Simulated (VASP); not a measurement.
Write the native input for VASP 6.6.1 that does the following.

```
Task                   : single point
Functional             : r2SCAN
Potentials or basis    : VASP PAW PBE potentials, release 64 (Ga_d, N)
Cutoff                 : 520 eV
k mesh                 : 6 × 6 × 6
Occupations            : gaussian, width 0.05 eV
Spin                   : no spin polarisation
Dipole correction      : no
Further INCAR settings : ALGO = Normal; EDIFF = 1e-06; NBANDS = 46
```

The system is GaN.

```
Ga N
1.0
     4.50700    0.00000    0.00000
     0.00000   -4.50700    0.00000
     0.00000    0.00000   -4.50700
Ga N
4 4
Direct
  0.00000 0.50000 0.50000
  0.50000 0.00000 0.50000
  0.50000 0.50000 0.00000
  0.00000 0.00000 0.00000
  0.75000 0.75000 0.75000
  0.25000 0.25000 0.75000
  0.25000 0.75000 0.25000
  0.75000 0.25000 0.25000
```

These files were run (other wordings do the same):

POSCAR

```
GaN
1.0
    4.5070012150      0.0000000000      0.0000000000
    0.0000000000     -4.5070012150      0.0000000000
    0.0000000000      0.0000000000     -4.5070012150
Ga N
4 4
Direct
    0.0000000000      0.5000000000      0.5000000000
    0.5000000000      0.0000000000      0.5000000000
    0.5000000000      0.5000000000      0.0000000000
    0.0000000000      0.0000000000      0.0000000000
    0.7500000000      0.7500000000      0.7500000000
    0.2500000000      0.2500000000      0.7500000000
    0.2500000000      0.7500000000      0.2500000000
    0.7500000000      0.2500000000      0.2500000000
```

INCAR.step1

```
ALGO     = Normal         # electronic algorithm
EDIFF    = 1E-4           # SCF threshold, eV
ENCUT    = 520            # plane-wave cutoff, eV
GGA      = PE             # functional
ISMEAR   = 0              # smearing method
LASPH    = True           # aspherical terms in the spheres
LCHARG   = False          # write CHGCAR
LREAL    = False          # projectors in reciprocal space
LWAVE    = True           # write WAVECAR
NBANDS   = 46             # bands
NELM     = 60             # most SCF steps
PREC     = Accurate       # precision mode
SIGMA    = 0.05           # smearing width, eV
```

INCAR.step2

```
ALGO     = Normal         # electronic algorithm
EDIFF    = 1E-6           # SCF threshold, eV
ENCUT    = 520            # plane-wave cutoff, eV
ISIF     = 2              # what is computed and relaxed
ISMEAR   = 0              # smearing method
ISTART   = 1            
LASPH    = True           # aspherical terms in the spheres
LCHARG   = False          # write CHGCAR
LMIXTAU  = True         
LREAL    = False          # projectors in reciprocal space
LWAVE    = False          # write WAVECAR
METAGGA  = R2SCAN         # meta-GGA
NBANDS   = 46             # bands
NELM     = 60             # most SCF steps
PREC     = Accurate       # precision mode
SIGMA    = 0.05           # smearing width, eV
```

KPOINTS

```
k-points
0
Gamma
  6 6 6
```

Potentials or basis: VASP PAW PBE potentials, release 64 (Ga_d, N).

Launch:

```console
$ cat potpaw_PBE.64/Ga_d/POTCAR potpaw_PBE.64/N/POTCAR > POTCAR
$ cp INCAR.step1 INCAR
$ mpirun -np 1 vasp_std > vasp.out
$ cp INCAR.step2 INCAR
$ mpirun -np 1 vasp_std > vasp.out
```

Results of the run:

The pressure is -0.3 GPa and the band gap on the k mesh is 2.12 eV.

Caveat: the PAW data sets were made with another functional, which shifts forces and pressure a little.

Wall time 3.6 min on 1 thread of Intel(R) Xeon(R) Platinum 8488C (Sapphire Rapids) (shared host), peak memory 0.25 GiB.
